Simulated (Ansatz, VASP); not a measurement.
## Two plane-wave programs on BaRu3

```xyz
4
Lattice="4.0416 0.0000 0.0000 0.0000 4.0416 0.0000 0.0000 0.0000 4.0416" Properties=species:S:1:pos:R:3 pbc="T T T"
Ba    0.0000    0.0000    0.0000
Ru    0.0000    2.0208    2.0208
Ru    2.0208    2.0208    0.0000
Ru    2.0208    0.0000    2.0208
```

Alike in both runs: task single point; functional PBEsol; k mesh 8 × 8 × 8; occupations gaussian, width 0.05 eV; no spin polarisation.

|  | VASP | Ansatz |
| --- | --- | --- |
| version | VASP 6.6.1 | Ansatz 0.2.0 |
| potentials or method | VASP PAW PBE potentials, release 64 (Ba_sv, Ru_sv), cutoff 560 eV | scalar-relativistic, plane waves, PAW |
| valence electrons in the cell | 58 | 58 |

|  | VASP | Ansatz | Ansatz less VASP |
| --- | --- | --- | --- |
| gap on the k mesh at the Fermi level (eV) | none | none | - |
| pressure (GPa) | 9.0 | 2.9 | -6.08 |

VASP's potentials were made for PBE, not for PBEsol. A gap of «none» marks a metal or a gap that the smearing closes. One of these differences is far larger than is usual between the two programs; its cause wasn't traced.

Spin-orbit coupling is off throughout.
